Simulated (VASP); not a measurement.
# SiC (P6_3mc) in VASP: settings compared

SiC is run at these levels: PBE, LDA; tasks: single point.

Everything below comes from runs of VASP 6.6.1. Logs are shortened: lines on timing, memory, paths and dates and some standing lists are left out, and cuts for length are marked.

## (1) The cell of the first run

Symmetry: P6_3mc, No. 186, hexagonal system. Conventional cell: a = 2.906 Å, b = 2.906 Å, c = 5.141 Å, α = 90.00°, β = 90.00°, γ = 120.00°. Si (site symmetry 3m) has 4 C at 1.81 to 1.88 Å within 2.4 Å. Within 2.4 Å of C (site symmetry 3m) lie 4 Si at 1.81 to 1.88 Å.

## (2) Single point, PBE

Input file INCAR:

```
SYSTEM = SiC
ALGO     = Normal         ! electronic algorithm
EDIFF    = 1E-6           ! SCF threshold, eV
ENCUT    = 600            ! plane-wave cutoff, eV
GGA      = PE             ! functional
GGA_COMPAT= .False.      
ISIF     = 2              ! what is computed and relaxed
ISMEAR   = 0              ! smearing method
LASPH    = .True.         ! aspherical terms in the spheres
LCHARG   = .False.        ! write CHGCAR
LREAL    = .False.        ! projectors in reciprocal space
LWAVE    = .False.        ! write WAVECAR
NBANDS   = 16             ! bands
NELM     = 120            ! most SCF steps
PREC     = Accurate       ! precision mode
SIGMA    = 0.02           ! smearing width, eV
```

Input file KPOINTS:

```
k-points
0
Gamma
  15 15 8
  0 0 0
```

Input file POSCAR:

```
SiC
1.0
    2.9064203243      0.0000000000      0.0000000000
   -1.4532101621      2.5170338349      0.0000000000
    0.0000000000      0.0000000000      5.1412506122
Si C
2 2
Direct
    0.3333333333      0.6666666667      0.5044832449
    0.6666666667      0.3333333333      1.0044832449
    0.3333333333      0.6666666667      0.8705167551
    0.6666666667      0.3333333333      0.3705167551
```

Potentials or basis: VASP PAW PBE potentials, release 64 (Si, C).

Command:

```sh
$ cat potpaw_PBE.64/Si/POTCAR potpaw_PBE.64/C/POTCAR > POTCAR
$ mpirun -np 1 vasp_std > vasp.out
```

OUTCAR:

```text
SYSTEM = SiC
   EDIFF = 1E-6
   ENCUT = 600
   GGA = PE
   ISIF = 2
   ISMEAR = 0
   LASPH = .True.
   LREAL = .False.
   NELM = 120
   PREC = Accurate

 ion  position               nearest neighbor table
   1  0.333  0.667  0.504-   4 1.81   4 1.81   4 1.81   3 1.88   2 3.07   2 3.07   2 3.07   2 3.07
                             2 3.07   2 3.07
   2  0.667  0.333  0.004-   3 1.81   3 1.81   3 1.81   4 1.88   1 3.07   1 3.07   1 3.07   1 3.07
                             1 3.07   1 3.07
   3  0.333  0.667  0.871-   2 1.81   2 1.81   2 1.81   1 1.88
   4  0.667  0.333  0.371-   1 1.81   1 1.81   1 1.81   2 1.88

  LATTYP: Found a hexagonal cell.
 ALAT       =     2.9064203243
 C/A-ratio  =     1.7689287985

  Lattice vectors:

 A1 = (   2.9064203243,   0.0000000000,   0.0000000000)
 A2 = (  -1.4532101621,   2.5170338349,   0.0000000000)
 A3 = (   0.0000000000,   0.0000000000,   5.1412506122)

Analysis of symmetry for initial positions (statically):
=====================================================================
 Subroutine PRICEL returns:
 Original cell was already a primitive cell.

 Routine SETGRP: Setting up the symmetry group for a
 hexagonal supercell.

 Subroutine GETGRP returns: Found 12 space group operations
 (whereof  6 operations were pure point group operations)
 out of a pool of 24 trial point group operations.

The static configuration has the point symmetry C_3v.
 The point group associated with its full space group is C_6v.

Analysis of symmetry for dynamics (positions and initial velocities):
=====================================================================
 Subroutine PRICEL returns:
 Original cell was already a primitive cell.

 Routine SETGRP: Setting up the symmetry group for a
 hexagonal supercell.

 Subroutine GETGRP returns: Found 12 space group operations
 (whereof  6 operations were pure point group operations)
 out of a pool of 24 trial point group operations.

The dynamic configuration has the point symmetry C_3v.
 The point group associated with its full space group is C_6v.

 Subroutine INISYM returns: Found 12 space group operations
 (whereof  6 operations are pure point group operations),
 and found     1 'primitive' translations

----------------------------------------------------------------------------------------

                                     Primitive cell

  volume of cell :      37.6111

  direct lattice vectors                    reciprocal lattice vectors
     2.906420324  0.000000000  0.000000000     0.344065857  0.198646515  0.000000000
    -1.453210162  2.517033835  0.000000000     0.000000000  0.397293030  0.000000000
     0.000000000  0.000000000  5.141250612     0.000000000  0.000000000  0.194505204

  length of vectors
     2.906420324  2.906420324  5.141250612     0.397293030  0.397293030  0.194505204

  position of ions in fractional coordinates (direct lattice)
     0.333333333  0.666666667  0.504483245
     0.666666667  0.333333333  0.004483245
     0.333333333  0.666666667  0.870516755
     0.666666667  0.333333333  0.370516755

  ion indices of the primitive-cell ions
   primitive index   ion index
                 1           1
                 2           2
                 3           3
                 4           4

----------------------------------------------------------------------------------------

 KPOINTS: k-points

Automatic generation of k-mesh.
 Grid dimensions read from file:
 generate k-points for:   15   15    8

 Generating k-lattice:

  Cartesian coordinates                     Fractional coordinates (reciprocal lattice)
     0.022937724  0.013243101  0.000000000     0.066666667  0.000000000  0.000000000
     0.000000000  0.026486202  0.000000000     0.000000000  0.066666667  0.000000000
     0.000000000  0.000000000  0.024313151     0.000000000  0.000000000  0.125000000

  Length of vectors
     0.026486202  0.026486202  0.024313151

  Shift w.r.t. Gamma in fractional coordinates (k-lattice)
     0.000000000  0.000000000  0.000000000

 Subroutine IBZKPT returns following result:
 ===========================================

 Found    135 irreducible k-points:

 Following reciprocal coordinates:
            Coordinates               Weight
  0.000000  0.000000  0.000000      1.000000
  0.066667  0.000000  0.000000      6.000000
  0.133333  0.000000  0.000000      6.000000
  0.200000  0.000000  0.000000      6.000000
  0.266667  0.000000  0.000000      6.000000
  0.333333  0.000000  0.000000      6.000000
[... 16 lines left out ...]
  0.333333  0.200000  0.000000     12.000000
  0.400000  0.200000  0.000000      6.000000
 [... further k-points ...]
   k-points           NKPTS =    135   k-points in BZ     NKDIM =    135   number of bands    NBANDS=     16
   number of dos      NEDOS =    301   number of ions     NIONS =      4
   total plane-waves  NPLWV =  24192
   dimension x,y,z NGX =    24 NGY =   24 NGZ =   42
   dimension x,y,z NGXF=    48 NGYF=   48 NGZF=   84
   ions per type =               2   2
   NGX,Y,Z   is equivalent  to a cutoff of  13.73, 13.73, 13.58 a.u.
   NGXF,Y,Z  is equivalent  to a cutoff of  27.46, 27.46, 27.16 a.u.
 SYSTEM =  SiC
   PREC   = accura    normal or accurate (medium, high low for compatibility)
   ISTART =      0    job   : 0-new  1-cont  2-samecut
   ICHARG =      2    charge: 1-file 2-atom 10-const
   ISPIN  =      1    spin polarized calculation?
   LNONCOLLINEAR =      F non collinear calculations
   LSORBIT =      F    spin-orbit coupling
   LASPH  =      T    aspherical Exc in radial PAW
   ENCUT  =  600.0 eV  44.10 Ry    6.64 a.u.   5.80  5.80 10.27*2*pi/ulx,y,z
   NELM   =    120;   NELMIN=  2; NELMDL= -5     # of ELM steps
   EDIFF  = 0.1E-05   stopping-criterion for ELM
   LREAL  =      F    real-space projection
[... 7 lines left out ...]
   TEBEG  =    0.0;   TEEND  =   0.0 temperature during run
   PSTRESS=    0.0 pullay stress
   NELECT =      16.0000    total number of electrons
   NUPDOWN=      -1.0000    fix difference up-down
   EMIN   =  10.00;   EMAX   =-10.00  energy-range for DOS
   EFERMI =   0.00;   METHOD = LEGACY
   ISMEAR =     0;   SIGMA  =   0.02  broadening in eV -4-tet -1-fermi 0-gaus
   EFERMI_NEDOS =   21; number of points for ismear=-14 and -15
   IALGO  =     38    algorithm
   IMIX   =      4    mixing-type and parameters
     AMIX     =   0.40;   BMIX     =  1.00
     AMIX_MAG =   1.60;   BMIX_MAG =  1.00
  volume/ion in A,a.u.               =       9.40        63.45
  Fermi-wavevector in a.u.,A,eV,Ry     =   1.231240  2.326706 20.625781  1.515952
  Thomas-Fermi vector in A             =   2.366057
   LORBIT       =      0    0 simple, 1 ext, 2 COOP (PROOUT), +10 PAW based schemes
   GGA     = PE    functional components
   LHFCALC =     F    Hartree Fock is set to
   AEXX    =    0.0000 exact exchange contribution
   IVDW    =     0    specifies the selected vdW correction
   LEPSILON=     F    determine dielectric tensor
   LRPA    =     F    only Hartree local field effects (RPA)
 non-spin polarized calculation
 Gauss-broadening in eV      SIGMA  =   0.02
  energy-cutoff  :      600.00
  volume of cell :       37.61
 maximum number of plane-waves:      1287
 NGX is ok and might be reduce to    24
   NGX = 11   NGY = 11   NGZ = 21

 number of electron      16.0000002 magnetization

 Free energy of the ion-electron system (eV)
  ---------------------------------------------------
  ext. energy  EPLUGINS =         0.00000000
  ---------------------------------------------------
  free energy    TOTEN  =       -29.48435873 eV

  energy without entropy =      -29.48435873  energy(sigma->0) =      -29.48435873

 E-fermi :   9.8322     XC(G=0): -11.7819

 val. band max:        9.6990066461   @ k =   0.0000   0.0000   0.0000
 cond. band min:      11.0421269297   @ k =   0.3333   0.3333   0.0000
 fundamental gap:      1.3431202837
 Fermi energy:         9.8322233905

 k-point     1 :       0.0000    0.0000    0.0000
  band No.  band energies     occupation
      1      -6.9707      2.00000
      2      -3.5894      2.00000
      3      -0.1826      2.00000
      4       8.5657      2.00000
      5       8.6598      2.00000
      6       8.6598      2.00000
[... 8 lines left out ...]
     15      19.3847      0.00000
     16      21.0303      0.00000

 k-point     2 :       0.0667    0.0000    0.0000
  band No.  band energies     occupation
      1      -6.8825      2.00000
      2      -3.5111      2.00000
      3      -0.0982      2.00000
      4       8.1757      2.00000
      5       8.4989      2.00000
      6       8.5457      2.00000
[... 8 lines left out ...]
     15      19.5770      0.00000
     16      20.7737      0.00000

 k-point     3 :       0.1333    0.0000    0.0000
  band No.  band energies     occupation
      1      -6.6192      2.00000
      2      -3.2792      2.00000
      3       0.1526      2.00000
      4       6.9985      2.00000
      5       8.1086      2.00000
      6       8.4448      2.00000
[... 8 lines left out ...]
     15      19.9151      0.00000
     16      20.0037      0.00000

 k-point     4 :       0.2000    0.0000    0.0000
  band No.  band energies     occupation
      1      -6.1850      2.00000
      2      -2.9038      2.00000
      3       0.5607      2.00000
      4       5.5300      2.00000
      5       7.3689      2.00000
      6       7.6375      2.00000
[... 8 lines left out ...]
     15      20.0271      0.00000
     16      20.6372      0.00000

 k-point     5 :       0.2667    0.0000    0.0000
  band No.  band energies     occupation
      1      -5.5882      2.00000
      2      -2.4097      2.00000
      3       1.0994      2.00000
      4       4.0309      2.00000
      5       6.0892      2.00000
      6       7.1869      2.00000
[... 8 lines left out ...]
     15      20.6548      0.00000
     16      21.7109      0.00000

 k-point     6 :       0.3333    0.0000    0.0000
  band No.  band energies     occupation
      1      -4.8465      2.00000
      2      -1.8639      2.00000
      3       1.6196      2.00000
      4       2.7989      2.00000
      5       4.8037      2.00000
      6       6.8146      2.00000
[... 8 lines left out ...]
     15      21.1203      0.00000
     16      22.6940      0.00000
[... 267 lines left out ...]
 k-point    21 :       0.2000    0.2000    0.0000
  band No.  band energies     occupation
      1      -4.6797      2.00000
      2      -1.7333      2.00000
      3       1.8210      2.00000
      4       3.4235      2.00000
      5       4.3254      2.00000
      6       5.8583      2.00000
[... 8 lines left out ...]
     15      20.6836      0.00000
     16      21.5847      0.00000

 k-point    22 :       0.2667    0.2000    0.0000
  band No.  band energies     occupation
      1      -3.9016      2.00000
      2      -1.3252      2.00000
      3       1.9758      2.00000
      4       3.1357      2.00000
      5       3.6634      2.00000
      6       4.9611      2.00000
[... 8 lines left out ...]
     15      20.7547      0.00000
     16      21.9155      0.00000

 k-point    23 :       0.3333    0.2000    0.0000
  band No.  band energies     occupation
      1      -3.0765      2.00000
      2      -1.2731      2.00000
      3       1.7250      2.00000
      4       3.0640      2.00000
      5       3.7368      2.00000
      6       4.2604      2.00000
[... 8 lines left out ...]
     15      20.8559      0.00000
     16      21.9690      0.00000

 k-point    24 :       0.4000    0.2000    0.0000
  band No.  band energies     occupation
      1      -2.5630      2.00000
      2      -1.5095      2.00000
      3       1.7124      2.00000
      4       2.9240      2.00000
      5       3.6500      2.00000
      6       4.3840      2.00000
[... 8 lines left out ...]
     15      20.4947      0.00000
     16      22.4948      0.00000

 [... further k-points ...]

------------------------ aborting loop because EDIFF is reached ----------------------------------------

  FORCE on cell =-STRESS in cart. coord.  units (eV):
  Direction    XX          YY          ZZ          XY          YZ          ZX
  --------------------------------------------------------------------------------------
  -------------------------------------------------------------------------------------
  Total       10.4239349     10.4239349     -0.0970444      0.0000000      0.0000000      0.0000000
  in kB      444.0440171    444.0440171     -4.1339458      0.0000000      0.0000000      0.0000000
  external PRESSURE =     294.6513628 kB  Pullay stress =       0.0000000 kB

 VOLUME and BASIS-vectors are now :
 -----------------------------------------------------------------------------
  energy-cutoff  :      600.00
  volume of cell :       37.61
      direct lattice vectors                 reciprocal lattice vectors
     2.906420324  0.000000000  0.000000000     0.344065857  0.198646515  0.000000000
    -1.453210162  2.517033835  0.000000000     0.000000000  0.397293030  0.000000000
     0.000000000  0.000000000  5.141250612     0.000000000  0.000000000  0.194505204

 POSITION                                       TOTAL-FORCE (eV/Angst)
 -----------------------------------------------------------------------------------
     -0.00000      1.67802      2.59367        -0.000000     -0.000000     -0.002643
      1.45321      0.83901      0.02305        -0.000000     -0.000000     -0.002643
     -0.00000      1.67802      4.47554         0.000000     -0.000000      0.002643
      1.45321      0.83901      1.90492        -0.000000      0.000000      0.002643
 -----------------------------------------------------------------------------------
    total drift:                                0.000000      0.000000     -0.000129

  FREE ENERGIE OF THE ION-ELECTRON SYSTEM (eV)
  ---------------------------------------------------
  free  energy   TOTEN  =       -29.4843587299 eV

  energy  without entropy=      -29.4843587299  energy(sigma->0) =      -29.48435873
```

Run time: 1.7 min. Hardware: 1 thread of AMD EPYC 7R13, shared host; peak memory 0.22 GiB.

What came out:

```yaml
Free_energy: -29.4844 eV
Pressure: 29.5 GPa
Band_gap_on_the_k_mesh: 1.34 eV (least direct gap 4.33 eV)
```

Forces on the atoms (eV/Å):
```
Si   0.000  0.000 -0.003
Si   0.000  0.000 -0.003
C    0.000  0.000  0.003
C    0.000  0.000  0.003
```

Caveat: the stress differs along the axes, from -0 to 44 GPa.

[end of part 1 of 2]
